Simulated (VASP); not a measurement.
# GaN (I4/mmm) in VASP: further runs

GaN is run at these levels: PBEsol; tasks: single point.

Everything below comes from runs of VASP 6.6.1. Logs are shortened: lines on timing, memory, paths and dates and some standing lists are left out, and cuts for length are marked.

### Step 1. The cell of the first run

The structure is tetragonal, space group I4/mmm (No. 139). The conventional cell has a = 2.761 Å, b = 2.761 Å, c = 3.985 Å, α = 90.00°, β = 90.00°, γ = 90.00°. Within 2.6 Å of Ga (site symmetry 4/mmm) lie 6 N at 1.95 to 1.99 Å. N (site symmetry 4/mmm) has 6 Ga at 1.95 to 1.99 Å within 2.6 Å.

### Step 2. Single point, PBEsol (equal xx and yy strain of -2 %)

The input, INCAR:

```
SYSTEM = GaN
PREC = Accurate
ENCUT = 520
EDIFF = 1E-6
ISMEAR = -1
SIGMA = 0.02
LREAL = .False.
LASPH = .True.
NELM = 80
ALGO = Normal
ISIF = 2
LWAVE = .False.
LCHARG = .False.
GGA = PS
NBANDS = 16
```

The input, KPOINTS:

```
Automatic mesh
0
Gamma
  13 13 13
  0 0 0
```

The input, POSCAR:

```
GaN
1.0
    0.0000000000      1.9526500000      1.9925000000
    1.9526500000      0.0000000000      1.9925000000
    1.9526500000      1.9526500000      0.0000000000
Ga N
1 1
Direct
    0.5000000000      0.5000000000      0.5000000000
    0.0000000000      0.0000000000      0.0000000000
```

Potentials or basis: VASP PAW PBE potentials, release 64 (Ga_d, N).

The run is started by

```
$ cat potpaw_PBE.64/Ga_d/POTCAR potpaw_PBE.64/N/POTCAR > POTCAR
$ mpirun -np 1 vasp_std > vasp.out
```

OUTCAR:

```text
SYSTEM = GaN
   PREC = Accurate
   ENCUT = 520
   EDIFF = 1E-6
   ISMEAR = -1
   LREAL = .False.
   LASPH = .True.
   NELM = 80
   ISIF = 2
   GGA = PS

 ion  position               nearest neighbor table
   1  0.500  0.500  0.500-   2 1.95   2 1.95   2 1.95   2 1.95   2 1.99   2 1.99
   2  0.000  0.000  0.000-   1 1.95   1 1.95   1 1.95   1 1.95   1 1.99   1 1.99

  LATTYP: Found a body centered tetragonal cell.
 ALAT       =     2.7614641126
 C/A-ratio  =     1.4430750636

  Lattice vectors:

 A1 = (  -1.9526500000,   0.0000000000,   1.9925000000)
 A2 = (   1.9526500000,   0.0000000000,   1.9925000000)
 A3 = (   0.0000000000,   1.9526500000,  -1.9925000000)

Analysis of symmetry for initial positions (statically):
=====================================================================
 Subroutine PRICEL returns:
 Original cell was already a primitive cell.

 Routine SETGRP: Setting up the symmetry group for a
 body centered tetragonal supercell.

 Subroutine GETGRP returns: Found 16 space group operations
 (whereof 16 operations were pure point group operations)
 out of a pool of 16 trial point group operations.

The static configuration has the point symmetry D_4h.

Analysis of symmetry for dynamics (positions and initial velocities):
=====================================================================
 Subroutine PRICEL returns:
 Original cell was already a primitive cell.

 Routine SETGRP: Setting up the symmetry group for a
 body centered tetragonal supercell.

 Subroutine GETGRP returns: Found 16 space group operations
 (whereof 16 operations were pure point group operations)
 out of a pool of 16 trial point group operations.

The dynamic configuration has the point symmetry D_4h.

 Subroutine INISYM returns: Found 16 space group operations
 (whereof 16 operations are pure point group operations),
 and found     1 'primitive' translations

----------------------------------------------------------------------------------------

                                     Primitive cell

  volume of cell :      15.1942

  direct lattice vectors                    reciprocal lattice vectors
     0.000000000  1.952650000  1.992500000    -0.256062274  0.256062274  0.250941029
     1.952650000  0.000000000  1.992500000     0.256062274 -0.256062274  0.250941029
     1.952650000  1.952650000  0.000000000     0.256062274  0.256062274 -0.250941029

  length of vectors
     2.789784628  2.789784628  2.761464113     0.440575960  0.440575960  0.440575960

  position of ions in fractional coordinates (direct lattice)
     0.500000000  0.500000000  0.500000000
     0.000000000  0.000000000  0.000000000

  ion indices of the primitive-cell ions
   primitive index   ion index
                 1           1
                 2           2

----------------------------------------------------------------------------------------

 KPOINTS: Automatic mesh

Automatic generation of k-mesh.
 Grid dimensions read from file:
 generate k-points for:   13   13   13

 Generating k-lattice:

  Cartesian coordinates                     Fractional coordinates (reciprocal lattice)
    -0.019697098  0.019697098  0.019303156     0.076923077  0.000000000  0.000000000
     0.019697098 -0.019697098  0.019303156     0.000000000  0.076923077  0.000000000
     0.019697098  0.019697098 -0.019303156    -0.000000000 -0.000000000  0.076923077

  Length of vectors
     0.033890458  0.033890458  0.033890458

  Shift w.r.t. Gamma in fractional coordinates (k-lattice)
     0.000000000  0.000000000  0.000000000

 Subroutine IBZKPT returns following result:
 ===========================================

 Found    196 irreducible k-points:

 Following reciprocal coordinates:
            Coordinates               Weight
  0.000000  0.000000  0.000000      1.000000
  0.076923 -0.000000  0.000000      8.000000
  0.153846 -0.000000  0.000000      8.000000
  0.230769 -0.000000  0.000000      8.000000
  0.307692 -0.000000  0.000000      8.000000
  0.384615  0.000000  0.000000      8.000000
[... 16 lines left out ...]
  0.384615  0.153846  0.000000      8.000000
  0.461538  0.153846  0.000000      8.000000
 [... further k-points ...]
   k-points           NKPTS =    196   k-points in BZ     NKDIM =    196   number of bands    NBANDS=     16
   number of dos      NEDOS =    301   number of ions     NIONS =      2
   total plane-waves  NPLWV =  13824
   dimension x,y,z NGX =    24 NGY =   24 NGZ =   24
   dimension x,y,z NGXF=    48 NGYF=   48 NGZF=   48
   ions per type =               1   1
   NGX,Y,Z   is equivalent  to a cutoff of  14.30, 14.30, 14.45 a.u.
   NGXF,Y,Z  is equivalent  to a cutoff of  28.60, 28.60, 28.90 a.u.
 SYSTEM =  GaN
   PREC   = accura    normal or accurate (medium, high low for compatibility)
   ISTART =      0    job   : 0-new  1-cont  2-samecut
   ICHARG =      2    charge: 1-file 2-atom 10-const
   ISPIN  =      1    spin polarized calculation?
   LNONCOLLINEAR =      F non collinear calculations
   LSORBIT =      F    spin-orbit coupling
   LASPH  =      T    aspherical Exc in radial PAW
   ENCUT  =  520.0 eV  38.22 Ry    6.18 a.u.   5.19  5.19  5.13*2*pi/ulx,y,z
   NELM   =     80;   NELMIN=  2; NELMDL= -5     # of ELM steps
   EDIFF  = 0.1E-05   stopping-criterion for ELM
   LREAL  =      F    real-space projection
   EDIFFG = 0.1E-04   stopping-criterion for IOM
   NSW    =      0    number of steps for IOM
   IBRION =     -1    ionic relax: 0-MD 1-quasi-New 2-CG
   NFREE  =      0    steps in history (QN), initial steepest desc. (CG)
   ISIF   =      2    stress and relaxation
   ISYM   =      2    0-nonsym 1-usesym 2-fastsym
   POTIM  = 0.5000    time-step for ionic-motion
   TEBEG  =    0.0;   TEEND  =   0.0 temperature during run
   PSTRESS=    0.0 pullay stress
   NELECT =      18.0000    total number of electrons
   NUPDOWN=      -1.0000    fix difference up-down
   EMIN   =  10.00;   EMAX   =-10.00  energy-range for DOS
   EFERMI =   0.00;   METHOD = LEGACY
   ISMEAR =    -1;   SIGMA  =   0.02  broadening in eV -4-tet -1-fermi 0-gaus
   EFERMI_NEDOS =   21; number of points for ismear=-14 and -15
   IALGO  =     38    algorithm
   IMIX   =      4    mixing-type and parameters
     AMIX     =   0.40;   BMIX     =  1.00
     AMIX_MAG =   1.60;   BMIX_MAG =  1.00
  volume/ion in A,a.u.               =       7.60        51.27
  Fermi-wavevector in a.u.,A,eV,Ry     =   1.732234  3.273448 40.826124  3.000635
  Thomas-Fermi vector in A             =   2.806449
   LORBIT       =      0    0 simple, 1 ext, 2 COOP (PROOUT), +10 PAW based schemes
   GGA     = PS    functional components
   LHFCALC =     F    Hartree Fock is set to
   AEXX    =    0.0000 exact exchange contribution
   IVDW    =     0    specifies the selected vdW correction
   LEPSILON=     F    determine dielectric tensor
   LRPA    =     F    only Hartree local field effects (RPA)
 non-spin polarized calculation
  energy-cutoff  :      520.00
  volume of cell :       15.19
 maximum number of plane-waves:       424
 NGX is ok and might be reduce to    24
   NGX = 11   NGY = 11   NGZ = 11

 number of electron      17.9999995 magnetization

 Free energy of the ion-electron system (eV)
  ---------------------------------------------------
  ext. energy  EPLUGINS =         0.00000000
  ---------------------------------------------------
  free energy    TOTEN  =       -11.50166932 eV

  energy without entropy =      -11.50166932  energy(sigma->0) =      -11.50166932

 E-fermi :  11.3193     XC(G=0): -14.5785

 val. band max:       10.8718765328   @ k =  -0.2308   0.1538   0.0000
 cond. band min:      12.8340332448   @ k =   0.4615   0.0000   0.4615
 fundamental gap:      1.9621567121
 Fermi energy:        11.3193154009

 k-point     1 :       0.0000    0.0000    0.0000
  band No.  band energies     occupation
      1      -8.9790      2.00000
      2      -3.2109      2.00000
      3      -3.1814      2.00000
      4      -3.1814      2.00000
      5      -3.0391      2.00000
      6      -3.0011      2.00000
[... 8 lines left out ...]
     15      29.2121      0.00000
     16      30.2619      0.00000

 k-point     2 :       0.0769   -0.0000    0.0000
  band No.  band energies     occupation
      1      -8.8354      2.00000
      2      -3.2119      2.00000
      3      -3.1829      2.00000
      4      -3.1700      2.00000
      5      -3.0555      2.00000
      6      -3.0224      2.00000
[... 8 lines left out ...]
     15      29.1751      0.00000
     16      29.5817      0.00000

 k-point     3 :       0.1538   -0.0000    0.0000
  band No.  band energies     occupation
      1      -8.4114      2.00000
      2      -3.2443      2.00000
      3      -3.2040      2.00000
      4      -3.1777      2.00000
      5      -3.0553      2.00000
      6      -3.0410      2.00000
[... 8 lines left out ...]
     15      29.2565      0.00000
     16      29.3359      0.00000

 k-point     4 :       0.2308   -0.0000    0.0000
  band No.  band energies     occupation
      1      -7.7287      2.00000
      2      -3.3059      2.00000
      3      -3.2923      2.00000
      4      -3.2676      2.00000
      5      -2.9860      2.00000
      6      -2.9853      2.00000
[... 8 lines left out ...]
     15      30.2786      0.00000
     16      30.2889      0.00000

 k-point     5 :       0.3077   -0.0000    0.0000
  band No.  band energies     occupation
      1      -6.8348      2.00000
      2      -3.4036      2.00000
      3      -3.3932      2.00000
      4      -3.3807      2.00000
      5      -2.9048      2.00000
      6      -2.8956      2.00000
[... 8 lines left out ...]
     15      31.9161      0.00000
     16      31.9779      0.00000

 k-point     6 :       0.3846    0.0000    0.0000
  band No.  band energies     occupation
      1      -5.8302      2.00000
      2      -3.5488      2.00000
      3      -3.4883      2.00000
      4      -3.4754      2.00000
      5      -2.8343      2.00000
      6      -2.8171      2.00000
[... 8 lines left out ...]
     15      34.0051      0.00000
     16      34.1184      0.00000

 k-point     7 :       0.4615   -0.0000    0.0000
  band No.  band energies     occupation
      1      -4.9611      2.00000
      2      -3.7987      2.00000
      3      -3.5390      2.00000
      4      -3.5285      2.00000
      5      -2.7938      2.00000
      6      -2.7719      2.00000
[... 8 lines left out ...]
     15      36.3714      0.00000
     16      36.4723      0.00000

 k-point     8 :       0.0769    0.0769    0.0000
  band No.  band energies     occupation
      1      -8.7970      2.00000
      2      -3.2308      2.00000
      3      -3.1610      2.00000
      4      -3.1610      2.00000
      5      -3.0978      2.00000
      6      -2.9907      2.00000
[... 8 lines left out ...]
     15      29.8865      0.00000
     16      31.3205      0.00000

 k-point     9 :       0.1538    0.0769    0.0000
  band No.  band energies     occupation
      1      -8.4787      2.00000
      2      -3.2548      2.00000
      3      -3.1937      2.00000
      4      -3.1452      2.00000
      5      -3.1048      2.00000
      6      -2.9882      2.00000
[... 8 lines left out ...]
     15      30.4195      0.00000
     16      31.5396      0.00000
[... 172 lines left out ...]
 k-point    19 :      -0.0769    0.0769    0.0000
  band No.  band energies     occupation
      1      -8.5914      2.00000
      2      -3.2193      2.00000
      3      -3.1977      2.00000
      4      -3.1481      2.00000
      5      -3.0977      2.00000
      6      -3.0302      2.00000
[... 8 lines left out ...]
     15      29.1125      0.00000
     16      30.4141      0.00000

 k-point    20 :       0.1538    0.1538    0.0000
  band No.  band energies     occupation
      1      -8.2776      2.00000
      2      -3.2861      2.00000
      3      -3.2278      2.00000
      4      -3.1000      2.00000
      5      -3.1000      2.00000
      6      -2.9620      2.00000
[... 8 lines left out ...]
     15      33.1851      0.00000
     16      33.7262      0.00000

 k-point    21 :       0.2308    0.1538    0.0000
  band No.  band energies     occupation
      1      -7.8253      2.00000
      2      -3.3238      2.00000
      3      -3.3005      2.00000
      4      -3.0913      2.00000
      5      -3.0323      2.00000
      6      -2.9301      2.00000
[... 8 lines left out ...]
     15      33.3715      0.00000
     16      34.1512      0.00000

 k-point    22 :       0.3077    0.1538    0.0000
  band No.  band energies     occupation
      1      -7.1652      2.00000
      2      -3.4051      2.00000
      3      -3.3285      2.00000
      4      -3.1559      2.00000
      5      -2.9122      2.00000
      6      -2.8643      2.00000
[... 8 lines left out ...]
     15      33.3030      0.00000
     16      34.7728      0.00000

 k-point    23 :       0.3846    0.1538    0.0000
  band No.  band energies     occupation
      1      -6.3874      2.00000
      2      -3.5027      2.00000
      3      -3.3106      2.00000
      4      -3.2551      2.00000
      5      -2.8029      2.00000
      6      -2.7323      2.00000
[... 8 lines left out ...]
     15      33.4942      0.00000
     16      36.1544      0.00000

 k-point    24 :       0.4615    0.1538    0.0000
  band No.  band energies     occupation
      1      -5.6594      2.00000
      2      -3.5999      2.00000
      3      -3.3537      2.00000
      4      -3.2639      2.00000
      5      -2.7718      2.00000
      6      -2.4862      2.00000
[... 8 lines left out ...]
     15      33.9066      0.00000
     16      37.6372      0.00000

 [... further k-points ...]
[... 5 lines left out ...]
  --------------------------------------------------------------------------------------
  -------------------------------------------------------------------------------------
  Total        8.0043489      8.0043489      6.8615985      0.0000000      0.0000000     -0.0000000
  in kB      844.0330557    844.0330557    723.5336750      0.0000000      0.0000000     -0.0000000
  external PRESSURE =     803.8665955 kB  Pullay stress =       0.0000000 kB

 VOLUME and BASIS-vectors are now :
 -----------------------------------------------------------------------------
  energy-cutoff  :      520.00
  volume of cell :       15.19
      direct lattice vectors                 reciprocal lattice vectors
     0.000000000  1.952650000  1.992500000    -0.256062274  0.256062274  0.250941029
     1.952650000  0.000000000  1.992500000     0.256062274 -0.256062274  0.250941029
     1.952650000  1.952650000  0.000000000     0.256062274  0.256062274 -0.250941029

 POSITION                                       TOTAL-FORCE (eV/Angst)
 -----------------------------------------------------------------------------------
      1.95265      1.95265      1.99250         0.000000      0.000000     -0.000000
      0.00000      0.00000      0.00000         0.000000      0.000000      0.000000
 -----------------------------------------------------------------------------------
    total drift:                                0.000000     -0.000000      0.000000

  FREE ENERGIE OF THE ION-ELECTRON SYSTEM (eV)
  ---------------------------------------------------
  free  energy   TOTEN  =       -11.5016693249 eV

  energy  without entropy=      -11.5016693249  energy(sigma->0) =      -11.50166932
```

It took 23 s on 1 thread of Intel Xeon 6975P-C (Granite Rapids), shared host; peak memory 0.17 GiB.

Results:

```yaml
Free_energy: -11.5017 eV
Pressure: 80.4 GPa
Band_gap_on_the_k_mesh: 1.96 eV, indirect (least direct gap 5.63 eV)
```

Caveat: the cell differs from its parent crystal (equal xx and yy strain of -2 %); the PAW data sets were made with another functional, which shifts forces and pressure a little.

### Step 3. Single point, PBEsol (zz strain of -3 %)

The input, INCAR:

```
PREC     = Accurate       # precision mode
ENCUT    = 520            # plane-wave cutoff, eV
EDIFF    = 1E-6           # SCF threshold, eV
ISMEAR   = -1             # smearing method
SIGMA    = 0.02           # smearing width, eV
LREAL    = F              # projectors in reciprocal space
LASPH    = T              # aspherical terms in the spheres
NELM     = 60             # most SCF steps
ALGO     = Normal         # electronic algorithm
ISIF     = 2              # what is computed and relaxed
LWAVE    = F              # write WAVECAR
LCHARG   = F              # write CHGCAR
GGA      = PS             # functional
NBANDS   = 16             # bands
```

The input, KPOINTS:

```
regular mesh
0
Gamma
  13 13 13
```

The input, POSCAR:

```
GaN
1.0
    0.0000000000      1.9925000000      1.9327250000
    1.9925000000      0.0000000000      1.9327250000
    1.9925000000      1.9925000000      0.0000000000
Ga N
1 1
Direct
    0.5000000000      0.5000000000      0.5000000000
    0.0000000000      0.0000000000      0.0000000000
```

Potentials or basis: VASP PAW PBE potentials, release 64 (Ga_d, N).

The run is started by

```
$ cat potpaw_PBE.64/Ga_d/POTCAR potpaw_PBE.64/N/POTCAR > POTCAR
$ mpirun -np 1 vasp_std > vasp.out
```

It took 24 s on 1 thread of Intel Xeon 6975P-C (Granite Rapids), shared host; peak memory 0.17 GiB.

Results (log left out):

- Free energy: -11.5658 eV
- Pressure: 75.4 GPa
- Band gap on the k mesh: 1.75 eV, indirect (least direct gap 5.54 eV)

Stress tensor (GPa, compression positive):
```
69.41  0.00  0.00
 0.00 69.41  0.00
 0.00  0.00 87.27
```

Levels at points of the mesh, in eV from the valence-band top:
```
           k point  band 7  band 8  band 9  band 10  band 11  band 12
(0.00, 0.00, 0.00)   -1.06   -0.77   -0.77     4.84    15.79    15.79
```

Caveat: the cell differs from its parent crystal (zz strain of -3 %); the PAW data sets were made with another functional, which shifts forces and pressure a little.
